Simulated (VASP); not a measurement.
# ZrC: single point with PBE+D3(BJ)

Crystal: ZrC.

```
Zr C
1.0
     0.00000    2.33660    2.33660
     2.33660    0.00000    2.33660
     2.33660    2.33660    0.00000
Zr C
1 1
Direct
  0.00000 0.00000 0.00000
  0.50000 0.50000 0.50000
```

```yaml
Program: VASP 6.6.1
Task: single point
Functional: PBE
Dispersion: D3(BJ)
Potentials_or_basis: VASP PAW PBE potentials, release 64 (Zr_sv, C)
Cutoff: 600 eV
k_mesh: 16 × 16 × 16
Occupations: gaussian, width 0.1 eV
Spin: no spin polarisation
Dipole_correction: no
Further_INCAR_settings: ALGO = Normal; EDIFF = 1e-06; NBANDS = 15
```

```yaml
Pressure: 0.1 GPa
Band_gap_on_the_k_mesh: zero (bands 8 and 9 overlap by 1.31 eV)
Dispersion_energy_per_atom: -0.407 eV
```

Levels at points of the mesh, in eV from the Fermi level:
```tsv
k point	band 6	band 7	band 8	band 9	band 10	band 11
(0.00, 0.00, 0.00)	0.95	0.95	0.95	1.11	1.11	1.11
(0.50, 0.00, 0.00)	-5.35	-2.98	-2.98	4.61	4.61	5.45
(0.50, 0.50, 0.00)	-2.02	-1.80	0.09	0.09	4.56	5.80
```

It took 88 s on 1 thread of Intel(R) Xeon(R) Platinum 8375C CPU @ 2.90GHz (Ice Lake) (shared host), peak memory 0.22 GiB.
